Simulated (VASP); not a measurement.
# BaTe (P4mm) in VASP: a series of runs, part 2 of 2

VASP 6.6.1.

## 3. Single point, PBE (all Ba atoms moved +0.062 Å, as atom 1 along Cartesian [0 1 0])

File INCAR:

```
PREC = Accurate
ENCUT = 520
EDIFF = 1E-6
ISMEAR = 0
SIGMA = 0.05
LREAL = False
LASPH = True
NELM = 60
ALGO = Normal
ISIF = 2
LWAVE = False
LCHARG = False
GGA = PE
NBANDS = 15
```

File KPOINTS:

```
Automatic mesh
0
Gamma
  6 6 6
```

File POSCAR:

```
BaTe
1.0
    4.2624660000      0.0000000000      0.0000000000
    0.0000000000      4.2624660000      0.0000000000
    0.0000000000      0.0000000000      4.2624660000
Ba Te
1 1
Direct
    0.0000000000      0.0146628736      0.0000000000
    0.5000000000      0.5000000000      0.5000000000
```

Potentials or basis: VASP PAW PBE potentials, release 64 (Ba_sv, Te).

On the command line:

```
> cat potpaw_PBE.64/Ba_sv/POTCAR potpaw_PBE.64/Te/POTCAR > POTCAR
> mpirun -np 1 vasp_std > vasp.out
```

OUTCAR:

```text
PREC = Accurate
   ENCUT = 520
   EDIFF = 1E-6
   ISMEAR = 0
   LREAL = False
   LASPH = True
   NELM = 60
   ISIF = 2
   GGA = PE

 ion  position               nearest neighbor table
   1  0.000  0.015  0.000-   2 3.66   2 3.66   2 3.66   2 3.66   2 3.73   2 3.73   2 3.73   2 3.73

   2  0.500  0.500  0.500-   1 3.66   1 3.66   1 3.66   1 3.66   1 3.73   1 3.73   1 3.73   1 3.73

  LATTYP: Found a simple cubic cell.
 ALAT       =     4.2624660000

  Lattice vectors:

 A1 = (   4.2624660000,   0.0000000000,   0.0000000000)
 A2 = (   0.0000000000,   4.2624660000,   0.0000000000)
 A3 = (   0.0000000000,   0.0000000000,   4.2624660000)

Analysis of symmetry for initial positions (statically):
=====================================================================
 Subroutine PRICEL returns:
 Original cell was already a primitive cell.

 Routine SETGRP: Setting up the symmetry group for a
 simple cubic supercell.

 Subroutine GETGRP returns: Found  8 space group operations
 (whereof  8 operations were pure point group operations)
 out of a pool of 48 trial point group operations.

The static configuration has the point symmetry C_4v.

Analysis of symmetry for dynamics (positions and initial velocities):
=====================================================================
 Subroutine PRICEL returns:
 Original cell was already a primitive cell.

 Routine SETGRP: Setting up the symmetry group for a
 simple cubic supercell.

 Subroutine GETGRP returns: Found  8 space group operations
 (whereof  8 operations were pure point group operations)
 out of a pool of 48 trial point group operations.

The dynamic configuration has the point symmetry C_4v.

 Subroutine INISYM returns: Found  8 space group operations
 (whereof  8 operations are pure point group operations),
 and found     1 'primitive' translations

----------------------------------------------------------------------------------------

                                     Primitive cell

  volume of cell :      77.4431

  direct lattice vectors                    reciprocal lattice vectors
     4.262466000  0.000000000  0.000000000     0.234605977  0.000000000  0.000000000
     0.000000000  4.262466000  0.000000000     0.000000000  0.234605977  0.000000000
     0.000000000  0.000000000  4.262466000     0.000000000  0.000000000  0.234605977

  length of vectors
     4.262466000  4.262466000  4.262466000     0.234605977  0.234605977  0.234605977

  position of ions in fractional coordinates (direct lattice)
     0.000000000  0.014662874  0.000000000
     0.500000000  0.500000000  0.500000000

  ion indices of the primitive-cell ions
   primitive index   ion index
                 1           1
                 2           2

----------------------------------------------------------------------------------------

 KPOINTS: Automatic mesh

Automatic generation of k-mesh.
 Grid dimensions read from file:
 generate k-points for:    6    6    6

 Generating k-lattice:

  Cartesian coordinates                     Fractional coordinates (reciprocal lattice)
     0.039100996  0.000000000  0.000000000     0.166666667  0.000000000  0.000000000
     0.000000000  0.039100996  0.000000000     0.000000000  0.166666667  0.000000000
     0.000000000  0.000000000  0.039100996     0.000000000  0.000000000  0.166666667

  Length of vectors
     0.039100996  0.039100996  0.039100996
[... 39 lines left out ...]
   dimension x,y,z NGX =    32 NGY =   32 NGZ =   32
   dimension x,y,z NGXF=    64 NGYF=   64 NGZF=   64
   ions per type =               1   1
   NGX,Y,Z   is equivalent  to a cutoff of  12.48, 12.48, 12.48 a.u.
   NGXF,Y,Z  is equivalent  to a cutoff of  24.96, 24.96, 24.96 a.u.
 SYSTEM =  unknown system
   PREC   = accura    normal or accurate (medium, high low for compatibility)
   ISTART =      0    job   : 0-new  1-cont  2-samecut
   ICHARG =      2    charge: 1-file 2-atom 10-const
   ISPIN  =      1    spin polarized calculation?
   LNONCOLLINEAR =      F non collinear calculations
   LSORBIT =      F    spin-orbit coupling
   LASPH  =      T    aspherical Exc in radial PAW
   ENCUT  =  520.0 eV  38.22 Ry    6.18 a.u.   7.93  7.93  7.93*2*pi/ulx,y,z
   NELM   =     60;   NELMIN=  2; NELMDL= -5     # of ELM steps
   EDIFF  = 0.1E-05   stopping-criterion for ELM
   LREAL  =      F    real-space projection
   EDIFFG = 0.1E-04   stopping-criterion for IOM
   NSW    =      0    number of steps for IOM
   IBRION =     -1    ionic relax: 0-MD 1-quasi-New 2-CG
   NFREE  =      0    steps in history (QN), initial steepest desc. (CG)
   ISIF   =      2    stress and relaxation
   ISYM   =      2    0-nonsym 1-usesym 2-fastsym
   POTIM  = 0.5000    time-step for ionic-motion
   TEBEG  =    0.0;   TEEND  =   0.0 temperature during run
   PSTRESS=    0.0 pullay stress
   NELECT =      16.0000    total number of electrons
   NUPDOWN=      -1.0000    fix difference up-down
   EMIN   =  10.00;   EMAX   =-10.00  energy-range for DOS
   EFERMI =   0.00;   METHOD = LEGACY
   ISMEAR =     0;   SIGMA  =   0.05  broadening in eV -4-tet -1-fermi 0-gaus
   EFERMI_NEDOS =   21; number of points for ismear=-14 and -15
   IALGO  =     38    algorithm
   IMIX   =      4    mixing-type and parameters
     AMIX     =   0.40;   BMIX     =  1.00
     AMIX_MAG =   1.60;   BMIX_MAG =  1.00
  volume/ion in A,a.u.               =      38.72       261.31
  Fermi-wavevector in a.u.,A,eV,Ry     =   0.967804  1.828884 12.743813  0.936644
  Thomas-Fermi vector in A             =   2.097720
   LORBIT       =      0    0 simple, 1 ext, 2 COOP (PROOUT), +10 PAW based schemes
   GGA     = PE    functional components
   LHFCALC =     F    Hartree Fock is set to
   AEXX    =    0.0000 exact exchange contribution
   IVDW    =     0    specifies the selected vdW correction
   LEPSILON=     F    determine dielectric tensor
   LRPA    =     F    only Hartree local field effects (RPA)
 non-spin polarized calculation
 Gauss-broadening in eV      SIGMA  =   0.05
  energy-cutoff  :      520.00
  volume of cell :       77.44
 maximum number of plane-waves:      2176
 NGX is ok and might be reduce to    32
   NGX = 15   NGY = 15   NGZ = 15

 number of electron      16.0000000 magnetization

 Free energy of the ion-electron system (eV)
  ---------------------------------------------------
  ext. energy  EPLUGINS =         0.00000000
  ---------------------------------------------------
  free energy    TOTEN  =        -8.28688064 eV

  energy without entropy =       -8.28688064  energy(sigma->0) =       -8.28688064

 E-fermi :   4.0203     XC(G=0):  -8.7825

 val. band max:        3.8069941241   @ k =   0.5000   0.0000   0.5000
 cond. band min:       4.5946990553   @ k =   0.0000   0.0000   0.0000
 fundamental gap:      0.7877049312
 Fermi energy:         4.0203101595

 k-point     1 :       0.0000    0.0000    0.0000
  band No.  band energies     occupation
      1     -24.3177      2.00000
      2      -9.3526      2.00000
      3      -9.3513      2.00000
      4      -9.3513      2.00000
      5      -6.5576      2.00000
      6       3.4148      2.00000
      7       3.4323      2.00000
      8       3.4323      2.00000
      9       4.5947      0.00000
     10       4.6214      0.00000
     11       6.1711      0.00000
     12       8.3407      0.00000
     13       8.3466      0.00000
     14       8.3466      0.00000
[... 401 lines left out ...]
      2      -9.7043      2.00000
      3      -9.4262      2.00000
      4      -9.3984      2.00000
      5      -5.9605      2.00000
      6       1.3180      2.00000
      7       2.3479      2.00000
      8       2.7880      2.00000
      9       5.8429      0.00000
     10       6.8358      0.00000
     11       7.3759      0.00000
     12       8.2519      0.00000
     13       8.8376      0.00000
     14       9.2361      0.00000
     15      10.7903      0.00000

 [... further k-points ...]

------------------------ aborting loop because EDIFF is reached ----------------------------------------

  FORCE on cell =-STRESS in cart. coord.  units (eV):
  Direction    XX          YY          ZZ          XY          YZ          ZX
  --------------------------------------------------------------------------------------
  -------------------------------------------------------------------------------------
  Total        0.0388939      0.0356365      0.0388939     -0.0000000      0.0000000     -0.0000000
  in kB        0.8046539      0.7372634      0.8046539     -0.0000000      0.0000000     -0.0000000
  external PRESSURE =       0.7821904 kB  Pullay stress =       0.0000000 kB

 VOLUME and BASIS-vectors are now :
 -----------------------------------------------------------------------------
  energy-cutoff  :      520.00
  volume of cell :       77.44
      direct lattice vectors                 reciprocal lattice vectors
     4.262466000  0.000000000  0.000000000     0.234605977  0.000000000  0.000000000
     0.000000000  4.262466000  0.000000000     0.000000000  0.234605977  0.000000000
     0.000000000  0.000000000  4.262466000     0.000000000  0.000000000  0.234605977

 POSITION                                       TOTAL-FORCE (eV/Angst)
 -----------------------------------------------------------------------------------
      0.00000      0.06250      0.00000        -0.000000     -0.056555      0.000000
      2.13123      2.13123      2.13123         0.000000      0.056555     -0.000000
 -----------------------------------------------------------------------------------
    total drift:                                0.000000      0.000108     -0.000000

  FREE ENERGIE OF THE ION-ELECTRON SYSTEM (eV)
  ---------------------------------------------------
  free  energy   TOTEN  =        -8.2868806383 eV

  energy  without entropy=       -8.2868806383  energy(sigma->0) =       -8.28688064
```

stdout:

```text
POSCAR found type information on POSCAR BaTe
 POSCAR found :  2 types and       2 ions
 scaLAPACK will be used
 LDA part: xc-table for (Slater+PW92), standard interpolation
 POSCAR, INCAR and KPOINTS ok, starting setup
 FFT: planning ... GRIDC
 FFT: planning ... GRID_SOFT
 FFT: planning ... GRID
 WAVECAR not read
 entering main loop
```

Wall time 19 s (1 thread of Intel Xeon Platinum 8259CL at 2.50GHz (Skylake/Cascade Lake), shared host); peak memory 0.21 GiB.

What came out:

* Free energy: -8.2869 eV
* Pressure: 0.1 GPa
* Largest force: 0.057 eV/Å
* Band gap on the k mesh: 0.79 eV, indirect (least direct gap 0.99 eV)

Forces on the atoms (eV/Å):
```
Ba   0.000 -0.057  0.000
Te   0.000  0.057  0.000
```

Levels at points of the mesh, in eV from the valence-band top:
```csv
k point,band 5,band 6,band 7,band 8,band 9,band 10,band 11,band 12
"(0.00, 0.00, 0.00)",-10.36,-0.39,-0.37,-0.37,0.79,0.81,2.36,4.53
"(0.50, 0.00, 0.00)",-9.62,-3.38,-0.87,-0.86,1.58,4.78,4.91,4.93
"(0.00, 0.50, 0.00)",-9.63,-3.37,-0.86,-0.86,1.58,4.85,4.91,4.93
"(0.50, 0.50, 0.00)",-9.81,-2.04,-2.04,0.00,0.99,2.52,2.91,2.92
"(0.50, 0.00, 0.50)",-9.81,-2.04,-2.04,0.00,0.99,2.53,2.92,2.92
"(0.50, 0.50, 0.50)",-9.44,-2.89,-2.89,-2.89,4.73,4.73,4.74,6.26
```

Caveat: the cell differs from its parent crystal (all Ba atoms moved +0.062 Å, as atom 1 along Cartesian [0 1 0]); spin-orbit coupling is left out, which moves the levels of the heavy elements.
